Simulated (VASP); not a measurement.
Write the native input for VASP 6.6.1 that does the following.

- Task: single point
- Functional: PBE
- Potentials or basis: VASP PAW PBE potentials, release 64 (Ta_pv, Al, N)
- Cutoff: 600 eV
- k mesh: 6 × 6 × 6
- Occupations: gaussian, width 0.1 eV
- Spin: collinear spin
- Starting moments: [1.0, 1.0, 0.0, 0.0, 0.0, 0.0] μB
- Dipole correction: no
- Further INCAR settings: ALGO = Normal; EDIFF = 1e-06; NBANDS = 33

The structure of Ta2AlN3 lies in POSCAR:

```
Ta2AlN3
1.0
    5.4834595500      0.0000000000      0.0000000000
   -2.7417297700      4.7488152700      0.0000000000
    0.0000000000      0.0000000000      3.0718359700
Ta Al N
2 1 3
Direct
    0.3333333300      0.6666666700      0.5000000000
    0.6666666700      0.3333333300      0.5000000000
    0.0000000000      0.0000000000      0.0000000000
    0.5000000000      0.0000000000      0.0000000000
    0.5000000000      0.5000000000      0.0000000000
    0.0000000000      0.5000000000      0.0000000000
```

These files were run (other wordings do the same):

INCAR

```
  PREC = Accurate
  ENCUT = 600
  EDIFF = 1E-6
  ISMEAR = 0
  SIGMA = 0.1
  LREAL = False
  LASPH = True
  NELM = 200
  ALGO = Normal
  ISIF = 2
  LWAVE = False
  LCHARG = True
  ISPIN = 2
  MAGMOM = 1 1 0 0 0 0
  LORBIT = 11
  LMAXMIX = 4
  GGA = PE
  LELF = True
  LVHAR = True
  NBANDS = 33
  GGA_COMPAT = False
```

KPOINTS

```
regular mesh
0
Gamma
  6 6 6
```

Potentials or basis: VASP PAW PBE potentials, release 64 (Ta_pv, Al, N).

Command:

```sh
$ cat potpaw_PBE.64/Ta_pv/POTCAR potpaw_PBE.64/Al/POTCAR potpaw_PBE.64/N/POTCAR > POTCAR
$ mpirun -np 1 vasp_std > vasp.out
```

Results of the run:

| Quantity | Value |
| --- | --- |
| Pressure | -21.0 GPa |
| Band gap on the k mesh | zero (filled and empty bands overlap) |
| Net moment | 0.00 μB per cell |
| Valence electrons inside the program's atomic spheres | Ta 8.64; Al 0.68; N 3.67 |

Caveat: the stress differs along the axes, from -43 to -10 GPa; spin-orbit coupling is left out, which moves the levels of the heavy elements.

Run time: 3.6 min on 1 thread of Oxide Virtual Turin-like Processor, with other jobs on the host, peak memory 0.33 GiB.
